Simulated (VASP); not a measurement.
# BN (P1) in VASP: single point with PBE

Aim: the single point of BN with PBE.

Program: VASP 6.6.1. These are calculated values, not measurements. Logs are shortened: lines on timing, memory, paths and dates and some standing lists are left out, and cuts for length are marked.

### 1 The cell of the first run

The typed cell holds 64 atoms: a = 7.230 Å, b = 7.230 Å, c = 7.230 Å, α = 90.00°, β = 90.00°, γ = 90.00°.

### 2 Single point, PBE (all modes displaced by their root-mean-square amplitude at 300 K (nat))

Contents of INCAR:

```
  PREC = Accurate
  ENCUT = 520
  EDIFF = 1E-7
  ISMEAR = 0
  SIGMA = 0.01
  LREAL = Auto
  LASPH = T
  NELM = 100
  ALGO = Normal
  ISIF = 2
  LWAVE = F
  LCHARG = F
  GGA = PE
  ISYM = 0
  NBANDS = 166
```

Contents of KPOINTS:

```
Automatic mesh
0
Gamma
  2 2 2
```

Contents of POSCAR:

```
BN
1.0
    7.2300000000      0.0000000000      0.0000000000
    0.0000000000      7.2300000000      0.0000000000
    0.0000000000      0.0000000000      7.2300000000
B N
32 32
Direct
    0.0105498800      0.0078387200     -0.0023168900
    1.0023043100      0.2573041900      0.2493451900
    1.0047152800      0.4914686900      0.4809784900
    1.0043194300      0.7512180800      0.7455981900
    0.2503241800      0.0010642700      0.2550908000
    0.2621085700      0.2574454000      0.4988614800
    0.2519494900      0.4965170900      0.7469330200
    0.2449338900      0.7525760300      0.0049272800
    0.4961511500     -0.0033471200      0.5071940300
    0.4975250300      0.2585456500      0.7520457100
    0.4903701700      0.4903829900     -0.0053907900
    0.5178044200      0.7438263300      0.2462643900
    0.7517540000     -0.0008746600      0.7545185400
    0.7466194100      0.2538968300     -0.0065203500
    0.7505089400      0.5017786200      0.2538513900
    0.7500634000      0.7578116500      0.4989844600
    0.2499252000      0.2527622600      0.0016966300
    0.2567148300      0.5023802200      0.2567399100
    0.2518186600      0.7548662000      0.4843707800
    0.2453950300     -0.0011905000      0.7441104700
    0.5024309100      0.2444525600      0.2500782000
    0.5080264800      0.4998524900      0.4932190400
    0.4987279700      0.7446797100      0.7493622200
    0.4965968100     -0.0104467300      0.0027821200
    0.7514034400      0.2451838100      0.5017512200
    0.7469253900      0.5139763200      0.7570372500
    0.7406638000      0.7391233500      0.0033349400
    0.7458818500      0.0031199100      0.2494357200
    0.0126754300      0.2483494200      0.7522193100
   -0.0095686300      0.5019403800      0.0093100200
   -0.0049532700      0.7517701100      0.2429535800
   -0.0017084900      0.0078604700      0.4930596100
    0.3700139500      0.3698771000      0.3849222400
    0.3804073700      0.6160244000      0.6181008600
    0.3717385300      0.8745249600      0.8794167700
    0.3856711600      0.1215296900      0.1317643700
    0.6318725900      0.3682949300      0.6178761200
    0.6136188900      0.6290045200      0.8857269000
    0.6223271000      0.8722735400      0.1212184600
    0.6281401300      0.1202536600      0.3759782700
    0.8728051100      0.3841542800      0.8798050800
    0.8679330000      0.6216420800      0.1240641400
    0.8752061600      0.8895890400      0.3686433600
    0.8719510000      0.1205281200      0.6239442800
    0.1316246100      0.3726618900      0.1223634900
    0.1251066300      0.6305311800      0.3736151700
    0.1306390400      0.8738008700      0.6235242500
    0.1254659200      0.1256412800      0.8785126000
    0.6250843100      0.6167541600      0.3767420200
    0.6150586000      0.8740966200      0.6197912200
    0.6237738900      0.1221672400      0.8801629000
    0.6253951300      0.3743320100      0.1259795800
    0.8730698200      0.6263043200      0.6232557100
    0.8796626200      0.8741252300      0.8630336900
    0.8673304300      0.1330590600      0.1241977500
    0.8728582700      0.3745823600      0.3773270800
    0.1162076900      0.6303144500      0.8825030400
    0.1198859900      0.8814299100      0.1318224900
    0.1306834300      0.1294635900      0.3846455700
    0.1195159300      0.3632242200      0.6263347100
    0.3781691200      0.6293583800      0.1219592200
    0.3852665800      0.8690911800      0.3738827700
    0.3780251100      0.1215333300      0.6320134200
    0.3677747300      0.3773818200      0.8686159800
```

Potentials or basis: VASP PAW PBE potentials, release 64 (B, N).

Launch:

```console
cat potpaw_PBE.64/B/POTCAR potpaw_PBE.64/N/POTCAR > POTCAR
mpirun -np 1 vasp_std > vasp.out
```

OUTCAR:

```text
PREC = Accurate
   ENCUT = 520
   EDIFF = 1E-7
   ISMEAR = 0
   LREAL = Auto
   LASPH = T
   NELM = 100
   ISIF = 2
   GGA = PE
   ISYM = 0

 ion  position               nearest neighbor table
   1  0.011  0.008  0.998-  48 1.47  58 1.55  55 1.65  54 1.67
   2  0.002  0.257  0.249-  45 1.55  56 1.57  55 1.61  59 1.63
   3  0.005  0.491  0.481-  56 1.48  46 1.54  60 1.63  53 1.71
   4  0.004  0.751  0.746-  54 1.52  57 1.55  47 1.55  53 1.58
   5  0.250  0.001  0.255-  58 1.56  59 1.58  36 1.58  62 1.61
   6  0.262  0.257  0.499-  33 1.40  59 1.56  60 1.58  63 1.61
[... 56 lines left out ...]
  63  0.378  0.122  0.632-   9 1.54  20 1.54  10 1.58   6 1.61
  64  0.368  0.377  0.869-   7 1.49  11 1.51  10 1.53  17 1.57

IMPORTANT INFORMATION: All symmetrisations will be switched off!
NOSYMM: (Re-)initialisation of all symmetry stuff for point group C_1.

----------------------------------------------------------------------------------------

                                     Primitive cell

  volume of cell :     377.9331

  direct lattice vectors                    reciprocal lattice vectors
     7.230000000  0.000000000  0.000000000     0.138312586  0.000000000  0.000000000
     0.000000000  7.230000000  0.000000000     0.000000000  0.138312586  0.000000000
     0.000000000  0.000000000  7.230000000     0.000000000  0.000000000  0.138312586

  length of vectors
     7.230000000  7.230000000  7.230000000     0.138312586  0.138312586  0.138312586

  position of ions in fractional coordinates (direct lattice)
     0.010549880  0.007838720  0.997683110
     0.002304310  0.257304190  0.249345190
     0.004715280  0.491468690  0.480978490
     0.004319430  0.751218080  0.745598190
     0.250324180  0.001064270  0.255090800
     0.262108570  0.257445400  0.498861480
[... 56 lines left out ...]
     0.378025110  0.121533330  0.632013420
     0.367774730  0.377381820  0.868615980

  ion indices of the primitive-cell ions
   primitive index   ion index
                 1           1
                 2           2
                 3           3
                 4           4
                 5           5
                 6           6
[... 56 lines left out ...]
                63          63
                64          64

----------------------------------------------------------------------------------------

 KPOINTS: Automatic mesh

Automatic generation of k-mesh.
 Grid dimensions read from file:
 generate k-points for:    2    2    2

 Generating k-lattice:

  Cartesian coordinates                     Fractional coordinates (reciprocal lattice)
     0.069156293  0.000000000  0.000000000     0.500000000  0.000000000  0.000000000
     0.000000000  0.069156293  0.000000000     0.000000000  0.500000000  0.000000000
     0.000000000  0.000000000  0.069156293     0.000000000  0.000000000  0.500000000

  Length of vectors
     0.069156293  0.069156293  0.069156293

  Shift w.r.t. Gamma in fractional coordinates (k-lattice)
     0.000000000  0.000000000  0.000000000

 Subroutine IBZKPT returns following result:
 ===========================================

 Found      8 irreducible k-points:

 Following reciprocal coordinates:
            Coordinates               Weight
  0.000000  0.000000  0.000000      1.000000
  0.500000  0.000000  0.000000      1.000000
  0.000000  0.500000  0.000000      1.000000
  0.000000  0.000000  0.500000      1.000000
  0.500000  0.500000  0.000000      1.000000
  0.000000  0.500000  0.500000      1.000000
  0.500000  0.000000  0.500000      1.000000
  0.500000  0.500000  0.500000      1.000000
   k-points           NKPTS =      8   k-points in BZ     NKDIM =      8   number of bands    NBANDS=    166
   number of dos      NEDOS =    301   number of ions     NIONS =     64
   total plane-waves  NPLWV = 157464
   dimension x,y,z NGX =    54 NGY =   54 NGZ =   54
   dimension x,y,z NGXF=   108 NGYF=  108 NGZF=  108
   ions per type =              32  32
   NGX,Y,Z   is equivalent  to a cutoff of  12.42, 12.42, 12.42 a.u.
   NGXF,Y,Z  is equivalent  to a cutoff of  24.83, 24.83, 24.83 a.u.
 SYSTEM =  unknown system
   PREC   = accura    normal or accurate (medium, high low for compatibility)
   ISTART =      0    job   : 0-new  1-cont  2-samecut
   ICHARG =      2    charge: 1-file 2-atom 10-const
   ISPIN  =      1    spin polarized calculation?
   LNONCOLLINEAR =      F non collinear calculations
   LSORBIT =      F    spin-orbit coupling
   LASPH  =      T    aspherical Exc in radial PAW
   ENCUT  =  520.0 eV  38.22 Ry    6.18 a.u.  13.44 13.44 13.44*2*pi/ulx,y,z
   NELM   =    100;   NELMIN=  2; NELMDL= -5     # of ELM steps
   EDIFF  = 0.1E-06   stopping-criterion for ELM
   LREAL  =      T    real-space projection
   EDIFFG = 0.1E-05   stopping-criterion for IOM
   NSW    =      0    number of steps for IOM
   IBRION =     -1    ionic relax: 0-MD 1-quasi-New 2-CG
   NFREE  =      0    steps in history (QN), initial steepest desc. (CG)
   ISIF   =      2    stress and relaxation
   ISYM   =      0    0-nonsym 1-usesym 2-fastsym
   POTIM  = 0.5000    time-step for ionic-motion
   TEBEG  =    0.0;   TEEND  =   0.0 temperature during run
   PSTRESS=    0.0 pullay stress
   NELECT =     256.0000    total number of electrons
   NUPDOWN=      -1.0000    fix difference up-down
   EMIN   =  10.00;   EMAX   =-10.00  energy-range for DOS
   EFERMI =   0.00;   METHOD = LEGACY
   ISMEAR =     0;   SIGMA  =   0.01  broadening in eV -4-tet -1-fermi 0-gaus
   EFERMI_NEDOS =   21; number of points for ismear=-14 and -15
   IALGO  =     38    algorithm
   IMIX   =      4    mixing-type and parameters
     AMIX     =   0.40;   BMIX     =  1.00
     AMIX_MAG =   1.60;   BMIX_MAG =  1.00
  volume/ion in A,a.u.               =       5.91        39.85
  Fermi-wavevector in a.u.,A,eV,Ry     =   1.437749  2.716952 28.124920  2.067123
  Thomas-Fermi vector in A             =   2.556793
   LORBIT       =      0    0 simple, 1 ext, 2 COOP (PROOUT), +10 PAW based schemes
   GGA     = PE    functional components
   LHFCALC =     F    Hartree Fock is set to
   AEXX    =    0.0000 exact exchange contribution
   IVDW    =     0    specifies the selected vdW correction
   LEPSILON=     F    determine dielectric tensor
   LRPA    =     F    only Hartree local field effects (RPA)
 non-spin polarized calculation
 Gauss-broadening in eV      SIGMA  =   0.01
  energy-cutoff  :      520.00
  volume of cell :      377.93
 maximum number of plane-waves:     10192
 NGX is ok and might be reduce to    54
   NGX = 27   NGY = 27   NGZ = 27

 number of electron     256.0000001 magnetization

 Free energy of the ion-electron system (eV)
  ---------------------------------------------------
  ext. energy  EPLUGINS =         0.00000000
  ---------------------------------------------------
  free energy    TOTEN  =      -553.19079709 eV

  energy without entropy =     -553.19079709  energy(sigma->0) =     -553.19079709

 E-fermi :   7.6649     XC(G=0): -12.8222

 val. band max:        7.6150086137   @ k =   0.0000   0.0000   0.0000
 cond. band min:      11.5467465770   @ k =   0.0000   0.0000   0.0000
 fundamental gap:      3.9317379633
 Fermi energy:         7.6648624659

 k-point     1 :       0.0000    0.0000    0.0000
  band No.  band energies     occupation
      1     -12.9100      2.00000
      2     -11.2412      2.00000
      3     -11.1034      2.00000
      4     -10.9877      2.00000
      5     -10.9749      2.00000
      6     -10.7703      2.00000
[... 132 lines left out ...]
    139      15.8198      0.00000
    140      15.9940      0.00000

 k-point     2 :       0.5000    0.0000    0.0000
  band No.  band energies     occupation
      1     -12.4679      2.00000
      2     -12.3611      2.00000
      3     -10.8104      2.00000
      4     -10.7107      2.00000
      5     -10.6218      2.00000
      6     -10.5845      2.00000
[... 132 lines left out ...]
    139      15.6535      0.00000
    140      15.7232      0.00000

 k-point     3 :       0.0000    0.5000    0.0000
  band No.  band energies     occupation
      1     -12.4911      2.00000
      2     -12.3314      2.00000
      3     -10.8536      2.00000
      4     -10.7510      2.00000
      5     -10.6193      2.00000
      6     -10.5633      2.00000
[... 132 lines left out ...]
    139      15.6123      0.00000
    140      15.7408      0.00000

 k-point     4 :       0.0000    0.0000    0.5000
  band No.  band energies     occupation
      1     -12.5143      2.00000
      2     -12.3008      2.00000
      3     -10.8378      2.00000
      4     -10.6955      2.00000
      5     -10.6086      2.00000
      6     -10.5614      2.00000
[... 132 lines left out ...]
    139      15.6056      0.00000
    140      15.6885      0.00000

 k-point     5 :       0.5000    0.5000    0.0000
  band No.  band energies     occupation
      1     -12.0932      2.00000
      2     -12.0094      2.00000
      3     -11.8236      2.00000
      4     -11.7441      2.00000
      5     -10.5228      2.00000
      6     -10.3166      2.00000
[... 132 lines left out ...]
    139      14.6871      0.00000
    140      14.8049      0.00000

 k-point     6 :       0.0000    0.5000    0.5000
  band No.  band energies     occupation
      1     -12.1414      2.00000
      2     -11.9284      2.00000
      3     -11.8706      2.00000
      4     -11.7212      2.00000
      5     -10.3799      2.00000
      6     -10.3655      2.00000
[... 132 lines left out ...]
    139      14.6100      0.00000
    140      14.8138      0.00000

 k-point     7 :       0.5000    0.0000    0.5000
  band No.  band energies     occupation
      1     -12.0852      2.00000
      2     -11.9700      2.00000
      3     -11.9333      2.00000
      4     -11.6850      2.00000
      5     -10.2912      2.00000
      6     -10.2789      2.00000
[... 132 lines left out ...]
    139      14.6052      0.00000
    140      14.8351      0.00000

 k-point     8 :       0.5000    0.5000    0.5000
  band No.  band energies     occupation
      1     -11.7826      2.00000
      2     -11.6124      2.00000
      3     -11.5690      2.00000
      4     -11.4686      2.00000
      5     -11.3927      2.00000
      6     -11.3615      2.00000
[... 132 lines left out ...]
    139      14.7585      0.00000
    140      14.7970      0.00000
 [bands above 140 left out]

------------------------ aborting loop because EDIFF is reached ----------------------------------------

  FORCE on cell =-STRESS in cart. coord.  units (eV):
  Direction    XX          YY          ZZ          XY          YZ          ZX
  --------------------------------------------------------------------------------------
  -------------------------------------------------------------------------------------
  Total       14.9098449     15.3626546     15.0414106      1.2868873     -0.9928674     -1.1046458
  in kB       63.2075294     65.1271323     63.7652779      5.4555207     -4.2090775     -4.6829416
  external PRESSURE =      64.0333132 kB  Pullay stress =       0.0000000 kB

 VOLUME and BASIS-vectors are now :
 -----------------------------------------------------------------------------
  energy-cutoff  :      520.00
  volume of cell :      377.93
      direct lattice vectors                 reciprocal lattice vectors
     7.230000000  0.000000000  0.000000000     0.138312586  0.000000000  0.000000000
     0.000000000  7.230000000  0.000000000     0.000000000  0.138312586  0.000000000
     0.000000000  0.000000000  7.230000000     0.000000000  0.000000000  0.138312586

 POSITION                                       TOTAL-FORCE (eV/Angst)
 -----------------------------------------------------------------------------------
      0.07628      0.05667      7.21325        -3.402486     -1.312380      0.966749
      0.01666      1.86031      1.80277        -0.438918     -1.626121     -0.038699
      0.03409      3.55332      3.47747        -0.955193      1.438382      4.441387
      0.03123      5.43131      5.39067        -0.695749     -0.457345      0.023960
      1.80984      0.00769      1.84431         0.798218      0.035425      0.099708
      1.89504      1.86133      3.60677        -3.234281     -3.559107      2.917100
[... 56 lines left out ...]
      2.73312      0.87869      4.56946        -0.538952      1.295278     -1.198771
      2.65901      2.72847      6.28009         1.214559     -0.994516      1.412195
 -----------------------------------------------------------------------------------
    total drift:                                0.003490     -0.001935     -0.002460

  FREE ENERGIE OF THE ION-ELECTRON SYSTEM (eV)
  ---------------------------------------------------
  free  energy   TOTEN  =      -553.1907970852 eV

  energy  without entropy=     -553.1907970852  energy(sigma->0) =     -553.19079709
```

Run time: 24 min. Hardware: 1 thread of Intel Xeon Platinum 8259CL at 2.50GHz (Skylake/Cascade Lake), shared host; peak memory 0.58 GiB.

What came out:

| Quantity | Value |
| --- | --- |
| Free energy | -553.1908 eV |
| Pressure | 6.4 GPa |
| Largest force | 5.718 eV/Å |
| Band gap on the k mesh | 3.93 eV |

Forces on the atoms (eV/Å):
```
B   -3.402 -1.312  0.967
B   -0.439 -1.626 -0.039
B   -0.955  1.438  4.441
B   -0.696 -0.457  0.024
B    0.798  0.035  0.100
B   -3.234 -3.559  2.917
B   -1.856  1.223 -0.489
B    0.367 -0.040 -0.505
B    0.601  0.573 -1.300
B    1.219 -2.662 -0.884
B    1.006  2.080  1.826
B   -3.285  0.483  0.414
B   -0.737  0.064 -1.111
B    0.380 -0.477  1.428
B   -0.605 -1.436 -0.540
B    0.152 -0.820  0.382
B    0.846 -1.135 -0.259
B   -0.515 -0.017 -1.602
B    0.507 -0.921  2.978
B    1.476  0.013  1.529
B    0.566  0.473  0.774
B   -1.276 -1.694  2.054
B   -1.066  0.963 -0.098
B    0.474  1.852 -0.542
B    0.238 -0.143 -0.052
B    0.943 -2.158 -1.488
B    1.465  2.595 -0.815
B    0.632  0.373 -1.088
B   -3.757  0.002 -0.002
B    1.971 -0.432 -2.100
B   -0.014  0.930  1.148
B    0.582 -0.740  1.657
N    3.387  2.721 -3.718
N   -1.136  1.244  1.083
N   -0.674 -0.414 -1.260
N   -2.866  0.202 -1.380
N   -1.721  2.135  2.362
N    1.164 -1.867 -2.934
N    2.040 -0.265  1.085
N   -1.340  0.975  0.441
N    0.046 -1.197 -1.022
N    0.577  1.134  1.695
N   -0.379 -3.264  0.494
N    1.149  0.842  0.798
N   -1.379  1.566  1.733
N   -0.436 -1.396 -1.436
N   -0.772  0.154 -1.469
N    1.276  0.428 -0.750
N    1.712  2.323 -1.493
N    2.346 -0.781  2.173
N   -0.199  0.684 -1.009
N   -1.401  0.155 -0.226
N    0.507  0.753 -0.447
N   -0.844  0.137  2.765
N    2.134 -0.792 -0.350
N    0.898 -0.193 -1.838
N    1.647 -1.039 -0.994
N    1.151 -0.474 -1.277
N   -0.246 -0.074 -2.396
N    2.533  3.322 -1.364
N   -0.703 -1.878  1.452
N   -1.532  1.092 -0.655
N   -0.539  1.295 -1.199
N    1.215 -0.995  1.412
```

Levels at points of the mesh, in eV from the valence-band top:
| k point | band 124 | band 125 | band 126 | band 127 | band 128 | band 129 | band 130 | band 131 | band 132 | band 133 |
| --- | --- | --- | --- | --- | --- | --- | --- | --- | --- | --- |
| (0.00, 0.00, 0.00) | -1.70 | -1.58 | -0.27 | -0.07 | 0.00 | 3.93 | 4.15 | 4.29 | 6.21 | 6.25 |
| (0.50, 0.00, 0.00) | -1.33 | -1.24 | -1.16 | -1.13 | -0.94 | 4.79 | 4.85 | 5.89 | 6.13 | 6.18 |
| (0.00, 0.50, 0.00) | -1.30 | -1.20 | -1.14 | -1.09 | -1.01 | 4.74 | 4.90 | 5.91 | 5.94 | 6.28 |
| (0.00, 0.00, 0.50) | -1.36 | -1.23 | -1.16 | -1.04 | -1.00 | 4.72 | 4.95 | 5.88 | 6.06 | 6.17 |
| (0.50, 0.50, 0.00) | -1.86 | -0.72 | -0.57 | -0.51 | -0.37 | 6.10 | 6.15 | 6.33 | 6.45 | 6.57 |
| (0.00, 0.50, 0.50) | -1.96 | -0.76 | -0.55 | -0.48 | -0.35 | 6.04 | 6.24 | 6.38 | 6.47 | 6.60 |
| (0.50, 0.00, 0.50) | -1.87 | -0.70 | -0.61 | -0.52 | -0.38 | 6.04 | 6.27 | 6.40 | 6.49 | 6.58 |
| (0.50, 0.50, 0.50) | -1.01 | -0.99 | -0.92 | -0.85 | -0.84 | 6.31 | 6.47 | 6.59 | 6.62 | 6.79 |

Caveat: the k points lie up to 0.43 Å⁻¹ apart; the cell differs from its parent crystal (all modes displaced by their root-mean-square amplitude at 300 K (nat)); forces of over 1 eV/Å act on the atoms, so gaps and moduli don't describe the material at rest.
